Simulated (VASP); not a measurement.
# Zr3NbTe2 (P6/mmm) in VASP: a series of runs

The runs below take Zr3NbTe2 through single point, with PBE.

All numbers are computed with VASP 6.6.1; they aren't measurements. Logs are shortened: lines on timing, memory, paths and dates and some standing lists are left out, and cuts for length are marked.

**1. The cell of the first run**

It takes space group P6/mmm (No. 191, hexagonal). The conventional cell has a = 4.288 Å, b = 4.288 Å, c = 8.780 Å, α = 90.00°, β = 90.00°, γ = 120.00°. Within 3.3 Å of Zr (site symmetry -6m2) lie 3 Zr at 2.48 Å and 3 Nb at 2.48 Å and 6 Te at 3.22 Å. Zr (site symmetry 6/mmm) has 2 Te at 2.33 Å within 3.1 Å. Within 2.7 Å of Nb (site symmetry 6/mmm) lie 2 Te at 2.06 Å and 6 Zr at 2.48 Å. Within 2.7 Å of Te (site symmetry 6mm) lie 1 Nb at 2.06 Å and 1 Zr at 2.33 Å.

The cell was generated, and may not be a known phase.

**2. Single point, PBE**

File INCAR:

```
PREC     = Accurate       # precision mode
ENCUT    = 520            # plane-wave cutoff, eV
EDIFF    = 1E-6           # SCF threshold, eV
ISMEAR   = 0              # smearing method
SIGMA    = 0.1            # smearing width, eV
LREAL    = F              # projectors in reciprocal space
LASPH    = T              # aspherical terms in the spheres
NELM     = 80             # most SCF steps
ALGO     = Normal         # electronic algorithm
ISIF     = 2              # what is computed and relaxed
LWAVE    = F              # write WAVECAR
LCHARG   = F              # write CHGCAR
GGA      = PE             # functional
NBANDS   = 40             # bands
```

File KPOINTS:

```
regular mesh
0
Gamma
  6 6 2
```

File POSCAR:

```
Zr3NbTe2
1.0
    4.2875711500      0.0000000000      0.0000000000
   -2.1437855700      3.7131455300      0.0000000000
    0.0000000000      0.0000000000      8.7801196200
Zr Nb Te
3 1 2
Direct
    0.3333333300      0.6666666700      0.5000000000
    0.6666666700      0.3333333300      0.5000000000
    0.0000000000      0.0000000000      0.0000000000
    0.0000000000      0.0000000000      0.5000000000
    0.0000000000      0.0000000000      0.7348555300
    0.0000000000      0.0000000000      0.2651444700
```

Potentials or basis: VASP PAW PBE potentials, release 64 (Zr_sv, Nb_sv, Te).

On the command line:

```console
cat potpaw_PBE.64/Zr_sv/POTCAR potpaw_PBE.64/Nb_sv/POTCAR potpaw_PBE.64/Te/POTCAR > POTCAR
mpirun -np 1 vasp_std > vasp.out
```

OUTCAR:

```text
PREC = Accurate
   ENCUT = 520
   EDIFF = 1E-6
   ISMEAR = 0
   LREAL = F
   LASPH = T
   NELM = 80
   ISIF = 2
   GGA = PE

 ion  position               nearest neighbor table
   1  0.333  0.667  0.500-   2 2.48   4 2.48   2 2.48   4 2.48   4 2.48   2 2.48   5 3.22   6 3.22
                             6 3.22   5 3.22   6 3.22   5 3.22
   2  0.667  0.333  0.500-   1 2.48   4 2.48   1 2.48   4 2.48   4 2.48   1 2.48   5 3.22   6 3.22
                             5 3.22   6 3.22   5 3.22   6 3.22
   3  0.000  0.000  0.000-   5 2.33   6 2.33
   4  0.000  0.000  0.500-   5 2.06   6 2.06   1 2.48   2 2.48   1 2.48   2 2.48   2 2.48   1 2.48

   5  0.000  0.000  0.735-   4 2.06   3 2.33   1 3.22   2 3.22   1 3.22   2 3.22   2 3.22   1 3.22

   6  0.000  0.000  0.265-   4 2.06   3 2.33   1 3.22   2 3.22   1 3.22   2 3.22   2 3.22   1 3.22

  LATTYP: Found a hexagonal cell.
 ALAT       =     4.2875711500
 C/A-ratio  =     2.0478073279

  Lattice vectors:

 A1 = (   4.2875711500,   0.0000000000,   0.0000000000)
 A2 = (  -2.1437855700,   3.7131455300,   0.0000000000)
 A3 = (   0.0000000000,   0.0000000000,   8.7801196200)

Analysis of symmetry for initial positions (statically):
=====================================================================
 Subroutine PRICEL returns:
 Original cell was already a primitive cell.

 Routine SETGRP: Setting up the symmetry group for a
 hexagonal supercell.

 Subroutine GETGRP returns: Found 24 space group operations
 (whereof 24 operations were pure point group operations)
 out of a pool of 24 trial point group operations.

The static configuration has the point symmetry D_6h.

Analysis of symmetry for dynamics (positions and initial velocities):
=====================================================================
 Subroutine PRICEL returns:
 Original cell was already a primitive cell.

 Routine SETGRP: Setting up the symmetry group for a
 hexagonal supercell.

 Subroutine GETGRP returns: Found 24 space group operations
 (whereof 24 operations were pure point group operations)
 out of a pool of 24 trial point group operations.

The dynamic configuration has the point symmetry D_6h.

 Subroutine INISYM returns: Found 24 space group operations
 (whereof 24 operations are pure point group operations),
 and found     1 'primitive' translations

----------------------------------------------------------------------------------------

                                     Primitive cell

  volume of cell :     139.7828

  direct lattice vectors                    reciprocal lattice vectors
     4.287571150  0.000000000  0.000000000     0.233232281  0.134656720  0.000000000
    -2.143785570  3.713145530  0.000000000     0.000000000  0.269313441  0.000000000
     0.000000000  0.000000000  8.780119620     0.000000000  0.000000000  0.113893665

  length of vectors
     4.287571150  4.287571142  8.780119620     0.269313441  0.269313441  0.113893665

  position of ions in fractional coordinates (direct lattice)
     0.333333330  0.666666670  0.500000000
     0.666666670  0.333333330  0.500000000
     0.000000000  0.000000000  0.000000000
     0.000000000  0.000000000  0.500000000
     0.000000000  0.000000000  0.734855530
     0.000000000  0.000000000  0.265144470

  ion indices of the primitive-cell ions
   primitive index   ion index
                 1           1
                 2           2
                 3           3
                 4           4
                 5           5
                 6           6

----------------------------------------------------------------------------------------

 KPOINTS: regular mesh

Automatic generation of k-mesh.
 Grid dimensions read from file:
 generate k-points for:    6    6    2

 Generating k-lattice:

  Cartesian coordinates                     Fractional coordinates (reciprocal lattice)
     0.038872047  0.022442787  0.000000000     0.166666667  0.000000000  0.000000000
     0.000000000  0.044885574  0.000000000     0.000000000  0.166666667  0.000000000
     0.000000000  0.000000000  0.056946832     0.000000000  0.000000000  0.500000000

  Length of vectors
     0.044885573  0.044885574  0.056946832

  Shift w.r.t. Gamma in fractional coordinates (k-lattice)
     0.000000000  0.000000000  0.000000000

 Subroutine IBZKPT returns following result:
 ===========================================

 Found     14 irreducible k-points:

 Following reciprocal coordinates:
            Coordinates               Weight
  0.000000  0.000000  0.000000      1.000000
  0.166667  0.000000  0.000000      6.000000
  0.333333 -0.000000  0.000000      6.000000
  0.500000  0.000000  0.000000      3.000000
  0.166667  0.166667  0.000000      6.000000
  0.333333  0.166667  0.000000     12.000000
  0.333333  0.333333  0.000000      2.000000
  0.000000  0.000000  0.500000      1.000000
  0.166667  0.000000  0.500000      6.000000
  0.333333 -0.000000  0.500000      6.000000
  0.500000  0.000000  0.500000      3.000000
  0.166667  0.166667  0.500000      6.000000
  0.333333  0.166667  0.500000     12.000000
  0.333333  0.333333  0.500000      2.000000
   k-points           NKPTS =     14   k-points in BZ     NKDIM =     14   number of bands    NBANDS=     40
   number of dos      NEDOS =    301   number of ions     NIONS =      6
   total plane-waves  NPLWV =  71680
   dimension x,y,z NGX =    32 NGY =   32 NGZ =   70
   dimension x,y,z NGXF=    64 NGYF=   64 NGZF=  140
   ions per type =               3   1   2
   NGX,Y,Z   is equivalent  to a cutoff of  12.41, 12.41, 13.25 a.u.
   NGXF,Y,Z  is equivalent  to a cutoff of  24.82, 24.82, 26.51 a.u.
 SYSTEM =  unknown system
   PREC   = accura    normal or accurate (medium, high low for compatibility)
   ISTART =      0    job   : 0-new  1-cont  2-samecut
   ICHARG =      2    charge: 1-file 2-atom 10-const
   ISPIN  =      1    spin polarized calculation?
   LNONCOLLINEAR =      F non collinear calculations
   LSORBIT =      F    spin-orbit coupling
   LASPH  =      T    aspherical Exc in radial PAW
   ENCUT  =  520.0 eV  38.22 Ry    6.18 a.u.   7.97  7.97 16.33*2*pi/ulx,y,z
   NELM   =     80;   NELMIN=  2; NELMDL= -5     # of ELM steps
   EDIFF  = 0.1E-05   stopping-criterion for ELM
   LREAL  =      F    real-space projection
[... 7 lines left out ...]
   TEBEG  =    0.0;   TEEND  =   0.0 temperature during run
   PSTRESS=    0.0 pullay stress
   NELECT =      61.0000    total number of electrons
   NUPDOWN=      -1.0000    fix difference up-down
   EMIN   =  10.00;   EMAX   =-10.00  energy-range for DOS
   EFERMI =   0.00;   METHOD = LEGACY
   ISMEAR =     0;   SIGMA  =   0.10  broadening in eV -4-tet -1-fermi 0-gaus
   EFERMI_NEDOS =   21; number of points for ismear=-14 and -15
   IALGO  =     38    algorithm
   IMIX   =      4    mixing-type and parameters
     AMIX     =   0.40;   BMIX     =  1.00
     AMIX_MAG =   1.60;   BMIX_MAG =  1.00
  volume/ion in A,a.u.               =      23.30       157.22
  Fermi-wavevector in a.u.,A,eV,Ry     =   1.241748  2.346564 20.979347  1.541939
  Thomas-Fermi vector in A             =   2.376133
   LORBIT       =      0    0 simple, 1 ext, 2 COOP (PROOUT), +10 PAW based schemes
   GGA     = PE    functional components
   LHFCALC =     F    Hartree Fock is set to
   AEXX    =    0.0000 exact exchange contribution
   IVDW    =     0    specifies the selected vdW correction
   LEPSILON=     F    determine dielectric tensor
   LRPA    =     F    only Hartree local field effects (RPA)
 non-spin polarized calculation
 Gauss-broadening in eV      SIGMA  =   0.10
  energy-cutoff  :      520.00
  volume of cell :      139.78
 maximum number of plane-waves:      3779
 NGX is ok and might be reduce to    32
   NGX = 15   NGY = 15   NGZ = 33

 number of electron      61.0000001 magnetization

 Free energy of the ion-electron system (eV)
  ---------------------------------------------------
  ext. energy  EPLUGINS =         0.00000000
  ---------------------------------------------------
  free energy    TOTEN  =       -21.71768313 eV

  energy without entropy =      -21.68758763  energy(sigma->0) =      -21.70263538

 E-fermi :   9.3359     XC(G=0): -10.4069

 val. band max:        9.2855089491   @ k =   0.1667   0.0000   0.5000
 cond. band min:       9.3408982771   @ k =   0.3333  -0.0000   0.5000
 fundamental gap:      0.0553893280
 Fermi energy:         9.3358696230

 k-point     1 :       0.0000    0.0000    0.0000
  band No.  band energies     occupation
      1     -45.0846      2.00000
      2     -39.8001      2.00000
      3     -39.7605      2.00000
      4     -38.7987      2.00000
      5     -22.8728      2.00000
      6     -21.8816      2.00000
[... 32 lines left out ...]
     39      11.1612      0.00000
     40      12.1629      0.00000

 k-point     2 :       0.1667    0.0000    0.0000
  band No.  band energies     occupation
      1     -45.0734      2.00000
      2     -39.7674      2.00000
      3     -39.7596      2.00000
      4     -38.8701      2.00000
      5     -22.8620      2.00000
      6     -22.0176      2.00000
[... 32 lines left out ...]
     39      12.0153      0.00000
     40      12.1020      0.00000

 k-point     3 :       0.3333   -0.0000    0.0000
  band No.  band energies     occupation
      1     -45.0509      2.00000
      2     -39.7595      2.00000
      3     -39.6664      2.00000
      4     -39.0484      2.00000
      5     -22.8404      2.00000
      6     -22.2445      2.00000
[... 32 lines left out ...]
     39      12.0960      0.00000
     40      12.7442      0.00000

 k-point     4 :       0.5000    0.0000    0.0000
  band No.  band energies     occupation
      1     -45.0396      2.00000
      2     -39.7591      2.00000
      3     -39.5765      2.00000
      4     -39.1779      2.00000
      5     -22.8296      2.00000
      6     -22.3425      2.00000
[... 32 lines left out ...]
     39      11.8858      0.00000
     40      13.0049      0.00000
[... 342 lines left out ...]
     39      11.4094      0.00000
     40      11.8577      0.00000

 k-point    13 :       0.3333    0.1667    0.5000
  band No.  band energies     occupation
      1     -45.0397      2.00000
      2     -39.7592      2.00000
      3     -39.5641      2.00000
      4     -39.1912      2.00000
      5     -22.8292      2.00000
      6     -22.1368      2.00000
[... 32 lines left out ...]
     39      11.8103      0.00000
     40      12.3381      0.00000

 k-point    14 :       0.3333    0.3333    0.5000
  band No.  band energies     occupation
      1     -45.0342      2.00000
      2     -39.7590      2.00000
      3     -39.3882      2.00000
      4     -39.3882      2.00000
      5     -22.8240      2.00000
      6     -21.7948      2.00000
[... 32 lines left out ...]
     39      12.7720      0.00000
     40      12.7720      0.00000

------------------------ aborting loop because EDIFF is reached ----------------------------------------

  FORCE on cell =-STRESS in cart. coord.  units (eV):
  Direction    XX          YY          ZZ          XY          YZ          ZX
  --------------------------------------------------------------------------------------
  -------------------------------------------------------------------------------------
  Total       32.1562104     32.1562103    124.5944458      0.0000000     -0.0000000      0.0000000
  in kB      368.5714574    368.5714561   1428.0898138      0.0000005     -0.0000000      0.0000000
  external PRESSURE =     721.7442424 kB  Pullay stress =       0.0000000 kB

 VOLUME and BASIS-vectors are now :
 -----------------------------------------------------------------------------
  energy-cutoff  :      520.00
  volume of cell :      139.78
      direct lattice vectors                 reciprocal lattice vectors
     4.287571150  0.000000000  0.000000000     0.233232281  0.134656720  0.000000000
    -2.143785570  3.713145530  0.000000000     0.000000000  0.269313441  0.000000000
     0.000000000  0.000000000  8.780119620     0.000000000  0.000000000  0.113893665

 POSITION                                       TOTAL-FORCE (eV/Angst)
 -----------------------------------------------------------------------------------
     -0.00000      2.47543      4.39006         0.000000     -0.000000     -0.000000
      2.14379      1.23772      4.39006        -0.000000     -0.000000      0.000000
      0.00000      0.00000      0.00000        -0.000000     -0.000000      0.000000
      0.00000      0.00000      4.39006        -0.000000     -0.000000      0.000000
      0.00000      0.00000      6.45212        -0.000000      0.000000     13.152807
      0.00000      0.00000      2.32800        -0.000000     -0.000000    -13.152807
 -----------------------------------------------------------------------------------
    total drift:                                0.000000      0.000000     -0.000000

  FREE ENERGIE OF THE ION-ELECTRON SYSTEM (eV)
  ---------------------------------------------------
  free  energy   TOTEN  =       -21.7176831282 eV

  energy  without entropy=      -21.6875876311  energy(sigma->0) =      -21.70263538
```

Wall time 69 s (1 thread of AMD EPYC 9R45 (Zen 5), shared host); peak memory 0.25 GiB.

What came out:

| Item | Value |
| --- | --- |
| Free energy | -21.7177 eV |
| Pressure | 72.2 GPa |
| Largest force | 13.153 eV/Å |
| Band gap on the k mesh | zero (an odd number of electrons rules out a gap without spin polarisation) |

Forces on the atoms (eV/Å):
```
Zr    0.000   0.000   0.000
Zr    0.000   0.000   0.000
Zr    0.000   0.000   0.000
Nb    0.000   0.000   0.000
Te    0.000   0.000  13.153
Te    0.000   0.000 -13.153
```

Levels at points of the mesh, in eV from the Fermi level:
| k point | band 28 | band 29 | band 30 | band 31 | band 32 | band 33 |
| --- | --- | --- | --- | --- | --- | --- |
| (0.00, 0.00, 0.00) | -0.97 | -0.53 | -0.53 | -0.26 | 0.24 | 0.24 |
| (0.50, 0.00, 0.00) | -1.43 | -1.20 | -1.07 | -0.59 | 0.10 | 0.95 |
| (0.00, 0.00, 0.50) | -1.85 | -0.41 | 0.25 | 0.25 | 0.73 | 0.73 |
| (0.50, 0.00, 0.50) | -0.90 | -0.77 | -0.55 | -0.28 | 0.24 | 0.36 |

Caveat: the stress differs along the axes, from 37 to 143 GPa; spin-orbit coupling is left out, which moves the levels of the heavy elements; forces of over 1 eV/Å act on the atoms, so gaps and moduli don't describe the material at rest.

[end of part 1 of 2]

The gap in the log of VASP goes by the Fermi energy; the results here count the filled bands.